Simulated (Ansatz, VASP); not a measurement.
Two plane-wave programs on BiIr

```
Ir Bi
1.0
     0.00000    3.10723    3.10723
     3.10723    0.00000    3.10723
     3.10723    3.10723    0.00000
Ir Bi
1 1
Cartesian
  0.0000 0.0000 0.0000
  1.5536 1.5536 1.5536
```

Alike in both runs: task relaxation of cell and atoms; functional PBEsol; k mesh 12 × 12 × 12; occupations fermi-dirac, width 0.1 eV; no spin polarisation.

|  | VASP | Ansatz |
| --- | --- | --- |
| version | VASP 6.6.1 | Ansatz 0.2.0 |
| potentials or method | VASP PAW PBE potentials, release 64 (Ir, Bi_d) | PAW with Ansatz's default frozen-core files, scalar-relativistic |
| plane-wave cutoff (eV) | 600 | 420 |
| valence electrons in the cell | 24 | 32 |

```csv
,VASP,Ansatz,Ansatz less VASP
relaxed volume (Å³/atom),27.71,27.65,-0.058
relaxed cell length with the largest relative difference (Å),4.279,4.276,-0.0030
```

VASP's potentials were made for PBE, not for PBEsol. VASP's potentials hold 24 valence electrons a cell and Ansatz's 32, so a difference there can come from the potentials and not from the codes.

Spin-orbit coupling is off throughout.
